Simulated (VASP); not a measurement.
# Co in VASP: single point with PBE

Aim: the single point of Co with PBE.

Everything below comes from runs of VASP 6.6.1. Logs are shortened: lines on timing, memory, paths and dates and some standing lists are left out, and cuts for length are marked.

## Step 1: The cell of the first run

The cell holds a slab with vacuum, 3 atoms: a = 2.500 Å, b = 2.500 Å, c = 17.082 Å, α = 90.00°, β = 90.00°, γ = 120.00°.

## Step 2: Single point, PBE

INCAR

```
SYSTEM = Co
ALGO = Normal
EDIFF = 1E-6
ENCUT = 520
GGA = PE
GGA_COMPAT = .FALSE.
ISIF = 2
ISMEAR = 0
LASPH = .TRUE.
LCHARG = .FALSE.
LREAL = .FALSE.
LWAVE = .FALSE.
NBANDS = 20
NELM = 120
NELMDL = -8
PREC = Accurate
SIGMA = 0.05
```

KPOINTS

```
k-points
0
G
  5 5 1
  0 0 0
```

POSCAR

```
Co
1.0
    2.5000000000      0.0000000000      0.0000000000
   -1.2500000000      2.1650640000      0.0000000000
    0.0000000000      0.0000000000     17.0824830000
Co
3
Direct
    0.9964630000      0.9965560000      0.3812910000
    0.3264520000      0.6662370000      0.4973590000
    0.6699700000      0.3339420000      0.6210810000
```

Potentials or basis: VASP PAW PBE potentials, release 64 (Co).

Command:

```console
cat potpaw_PBE.64/Co/POTCAR > POTCAR
mpirun -np 1 vasp_std > vasp.out
```

OUTCAR:

```text
SYSTEM = Co
   EDIFF = 1E-6
   ENCUT = 520
   GGA = PE
   ISIF = 2
   ISMEAR = 0
   LASPH = .TRUE.
   LREAL = .FALSE.
   NELM = 120
   NELMDL = -8
   PREC = Accurate

 ion  position               nearest neighbor table
   1  0.996  0.997  0.381-   2 2.44   2 2.46   2 2.46
   2  0.326  0.666  0.497-   1 2.44   1 2.46   1 2.46   3 2.55   3 2.56   3 2.57
   3  0.670  0.334  0.621-   2 2.55   2 2.56   2 2.57

  LATTYP: Found a hexagonal cell.
 ALAT       =     2.5000000000
 C/A-ratio  =     6.8329932000

  Lattice vectors:

 A1 = (   2.5000000000,   0.0000000000,   0.0000000000)
 A2 = (  -1.2500000000,   2.1650640000,   0.0000000000)
 A3 = (   0.0000000000,   0.0000000000,  17.0824830000)

Analysis of symmetry for initial positions (statically):
=====================================================================
 Subroutine PRICEL returns:
 Original cell was already a primitive cell.

 Routine SETGRP: Setting up the symmetry group for a
 hexagonal supercell.

 Subroutine GETGRP returns: Found  1 space group operations
 (whereof  1 operations were pure point group operations)
 out of a pool of 24 trial point group operations.

The static configuration has the point symmetry C_1 .

Analysis of symmetry for dynamics (positions and initial velocities):
=====================================================================
 Subroutine PRICEL returns:
 Original cell was already a primitive cell.

 Routine SETGRP: Setting up the symmetry group for a
 hexagonal supercell.

 Subroutine GETGRP returns: Found  1 space group operations
 (whereof  1 operations were pure point group operations)
 out of a pool of 24 trial point group operations.

The dynamic configuration has the point symmetry C_1 .

 Subroutine INISYM returns: Found  1 space group operations
 (whereof  1 operations are pure point group operations),
 and found     1 'primitive' translations

----------------------------------------------------------------------------------------

                                     Primitive cell

  volume of cell :      92.4617

  direct lattice vectors                    reciprocal lattice vectors
     2.500000000  0.000000000  0.000000000     0.400000000  0.230940055  0.000000000
    -1.250000000  2.165064000  0.000000000     0.000000000  0.461880111  0.000000000
     0.000000000  0.000000000 17.082483000     0.000000000  0.000000000  0.058539499

  length of vectors
     2.500000000  2.500000425 17.082483000     0.461880189  0.461880111  0.058539499

  position of ions in fractional coordinates (direct lattice)
     0.996463000  0.996556000  0.381291000
     0.326452000  0.666237000  0.497359000
     0.669970000  0.333942000  0.621081000

  ion indices of the primitive-cell ions
   primitive index   ion index
                 1           1
                 2           2
                 3           3

----------------------------------------------------------------------------------------

 KPOINTS: k-points

Automatic generation of k-mesh.
 Grid dimensions read from file:
 generate k-points for:    5    5    1

 Generating k-lattice:

  Cartesian coordinates                     Fractional coordinates (reciprocal lattice)
     0.080000000  0.046188011  0.000000000     0.200000000 -0.000000000  0.000000000
     0.000000000  0.092376022  0.000000000     0.000000000  0.200000000  0.000000000
     0.000000000  0.000000000  0.058539499     0.000000000  0.000000000  1.000000000

  Length of vectors
     0.092376038  0.092376022  0.058539499

  Shift w.r.t. Gamma in fractional coordinates (k-lattice)
     0.000000000  0.000000000  0.000000000

 Subroutine IBZKPT returns following result:
 ===========================================

 Found     13 irreducible k-points:

 Following reciprocal coordinates:
            Coordinates               Weight
  0.000000  0.000000  0.000000      1.000000
  0.200000  0.000000  0.000000      2.000000
  0.000000  0.200000  0.000000      2.000000
 -0.200000  0.200000  0.000000      2.000000
  0.400000  0.000000  0.000000      2.000000
  0.000000  0.400000  0.000000      2.000000
 -0.400000  0.400000  0.000000      2.000000
  0.200000  0.200000  0.000000      2.000000
 -0.200000  0.400000  0.000000      2.000000
 -0.400000  0.200000  0.000000      2.000000
  0.400000  0.200000  0.000000      2.000000
 -0.200000 -0.400000  0.000000      2.000000
  0.400000  0.400000  0.000000      2.000000
   k-points           NKPTS =     13   k-points in BZ     NKDIM =     13   number of bands    NBANDS=     20
   number of dos      NEDOS =    301   number of ions     NIONS =      3
   total plane-waves  NPLWV =  51200
   dimension x,y,z NGX =    20 NGY =   20 NGZ =  128
   dimension x,y,z NGXF=    40 NGYF=   40 NGZF=  256
   ions per type =               3
   NGX,Y,Z   is equivalent  to a cutoff of  13.30, 13.30, 12.46 a.u.
   NGXF,Y,Z  is equivalent  to a cutoff of  26.60, 26.60, 24.91 a.u.
 SYSTEM =  Co
   PREC   = accura    normal or accurate (medium, high low for compatibility)
   ISTART =      0    job   : 0-new  1-cont  2-samecut
   ICHARG =      2    charge: 1-file 2-atom 10-const
   ISPIN  =      1    spin polarized calculation?
   LNONCOLLINEAR =      F non collinear calculations
   LSORBIT =      F    spin-orbit coupling
   LASPH  =      T    aspherical Exc in radial PAW
   ENCUT  =  520.0 eV  38.22 Ry    6.18 a.u.   4.65  4.65 31.76*2*pi/ulx,y,z
   NELM   =    120;   NELMIN=  2; NELMDL= -8     # of ELM steps
   EDIFF  = 0.1E-05   stopping-criterion for ELM
   LREAL  =      F    real-space projection
   EDIFFG = 0.1E-04   stopping-criterion for IOM
   NSW    =      0    number of steps for IOM
   IBRION =     -1    ionic relax: 0-MD 1-quasi-New 2-CG
   NFREE  =      0    steps in history (QN), initial steepest desc. (CG)
   ISIF   =      2    stress and relaxation
   ISYM   =      2    0-nonsym 1-usesym 2-fastsym
   POTIM  = 0.5000    time-step for ionic-motion
   TEBEG  =    0.0;   TEEND  =   0.0 temperature during run
   PSTRESS=    0.0 pullay stress
   NELECT =      27.0000    total number of electrons
   NUPDOWN=      -1.0000    fix difference up-down
   EMIN   =  10.00;   EMAX   =-10.00  energy-range for DOS
   EFERMI =   0.00;   METHOD = LEGACY
   ISMEAR =     0;   SIGMA  =   0.05  broadening in eV -4-tet -1-fermi 0-gaus
   EFERMI_NEDOS =   21; number of points for ismear=-14 and -15
   IALGO  =     38    algorithm
   IMIX   =      4    mixing-type and parameters
     AMIX     =   0.40;   BMIX     =  1.00
     AMIX_MAG =   1.60;   BMIX_MAG =  1.00
  volume/ion in A,a.u.               =      30.82       207.99
  Fermi-wavevector in a.u.,A,eV,Ry     =   1.086114  2.052458 16.050033  1.179644
  Thomas-Fermi vector in A             =   2.222244
   LORBIT       =      0    0 simple, 1 ext, 2 COOP (PROOUT), +10 PAW based schemes
   GGA     = PE    functional components
   LHFCALC =     F    Hartree Fock is set to
   AEXX    =    0.0000 exact exchange contribution
   IVDW    =     0    specifies the selected vdW correction
   LEPSILON=     F    determine dielectric tensor
   LRPA    =     F    only Hartree local field effects (RPA)
 non-spin polarized calculation
 Gauss-broadening in eV      SIGMA  =   0.05
  energy-cutoff  :      520.00
  volume of cell :       92.46
 maximum number of plane-waves:      2511
   NGX =  9   NGY =  9   NGZ = 63

 number of electron      27.0000004 magnetization

 Free energy of the ion-electron system (eV)
  ---------------------------------------------------
  ext. energy  EPLUGINS =         0.00000000
  ---------------------------------------------------
  free energy    TOTEN  =       -18.56130869 eV

  energy without entropy =      -18.53993869  energy(sigma->0) =      -18.55062369

 E-fermi :   0.4161     XC(G=0):  -5.9109

 val. band max:        0.4083109143   @ k =   0.4000   0.0000   0.0000
 cond. band min:       0.4365404402   @ k =  -0.2000  -0.4000   0.0000
 fundamental gap:      0.0282295259
 Fermi energy:         0.4161365877

 k-point     1 :       0.0000    0.0000    0.0000
  band No.  band energies     occupation
      1      -7.5253      2.00000
      2      -5.5643      2.00000
      3      -4.1888      2.00000
      4      -1.4800      2.00000
      5      -1.3534      2.00000
      6      -1.3436      2.00000
[... 12 lines left out ...]
     19       0.8093      0.00000
     20       4.9944      0.00000

 k-point     2 :       0.2000    0.0000    0.0000
  band No.  band energies     occupation
      1      -6.2333      2.00000
      2      -4.4222      2.00000
      3      -3.2586      2.00000
      4      -2.0554      2.00000
      5      -1.8604      2.00000
      6      -1.4985      2.00000
[... 12 lines left out ...]
     19       3.5407      0.00000
     20       6.1924      0.00000

 k-point     3 :       0.0000    0.2000    0.0000
  band No.  band energies     occupation
      1      -6.2335      2.00000
      2      -4.4228      2.00000
      3      -3.2620      2.00000
      4      -2.0520      2.00000
      5      -1.8587      2.00000
      6      -1.4974      2.00000
[... 12 lines left out ...]
     19       3.5362      0.00000
     20       6.1923      0.00000

 k-point     4 :      -0.2000    0.2000    0.0000
  band No.  band energies     occupation
      1      -6.2334      2.00000
      2      -4.4224      2.00000
      3      -3.2600      2.00000
      4      -2.0552      2.00000
      5      -1.8600      2.00000
      6      -1.4983      2.00000
[... 176 lines left out ...]
 k-point    12 :      -0.2000   -0.4000    0.0000
  band No.  band energies     occupation
      1      -3.1987      2.00000
      2      -3.0402      2.00000
      3      -2.7524      2.00000
      4      -2.5091      2.00000
      5      -2.0702      2.00000
      6      -1.7232      2.00000
[... 12 lines left out ...]
     19       7.6670      0.00000
     20       8.5406      0.00000

 k-point    13 :       0.4000    0.4000    0.0000
  band No.  band energies     occupation
      1      -3.1984      2.00000
      2      -3.0408      2.00000
      3      -2.7509      2.00000
      4      -2.5090      2.00000
      5      -2.0709      2.00000
      6      -1.7206      2.00000
[... 12 lines left out ...]
     19       7.6657      0.00000
     20       8.5400      0.00000

------------------------ aborting loop because EDIFF is reached ----------------------------------------

  FORCE on cell =-STRESS in cart. coord.  units (eV):
  Direction    XX          YY          ZZ          XY          YZ          ZX
  --------------------------------------------------------------------------------------
  -------------------------------------------------------------------------------------
  Total       -4.7097028     -4.7242831     -3.6033544     -0.0023063     -0.0257663     -0.0121277
  in kB      -81.6098057    -81.8624519    -62.4389823     -0.0399639     -0.4464784     -0.2101487
  external PRESSURE =     -75.3037466 kB  Pullay stress =       0.0000000 kB

 VOLUME and BASIS-vectors are now :
 -----------------------------------------------------------------------------
  energy-cutoff  :      520.00
  volume of cell :       92.46
      direct lattice vectors                 reciprocal lattice vectors
     2.500000000  0.000000000  0.000000000     0.400000000  0.230940055  0.000000000
    -1.250000000  2.165064000  0.000000000     0.000000000  0.461880111  0.000000000
     0.000000000  0.000000000 17.082483000     0.000000000  0.000000000  0.058539499

 POSITION                                       TOTAL-FORCE (eV/Angst)
 -----------------------------------------------------------------------------------
      1.24546      2.15761      6.51340        -0.019066      0.010446      0.630535
     -0.01667      1.44245      8.49613         0.042845     -0.007684      0.480459
      1.25750      0.72301     10.60961        -0.023779     -0.002762     -1.110994
 -----------------------------------------------------------------------------------
    total drift:                                0.000085      0.000558     -0.000205

  FREE ENERGIE OF THE ION-ELECTRON SYSTEM (eV)
  ---------------------------------------------------
  free  energy   TOTEN  =       -18.5613086886 eV

  energy  without entropy=      -18.5399386930  energy(sigma->0) =      -18.55062369
```

Run time: 93 s. Hardware: 1 thread of AMD EPYC 7R43 (Zen 3), shared host; peak memory 0.18 GiB.

Results:

| Property | Result |
| --- | --- |
| Free energy | -18.5613 eV |
| Largest force | 1.111 eV/Å |
| Band gap on the k mesh | zero (an odd number of electrons rules out a gap without spin polarisation) |

Forces on the atoms (eV/Å):
```
Co  -0.019  0.010  0.631
Co   0.043 -0.008  0.480
Co  -0.024 -0.003 -1.111
```

Caveat: the k points lie up to 0.58 Å⁻¹ apart, too coarse for converged energies and pressures of a metal; the run has no spin polarisation, though such a crystal can be magnetic. Spin polarisation is off, so any magnetic state and its effect on volume and gap are missing.
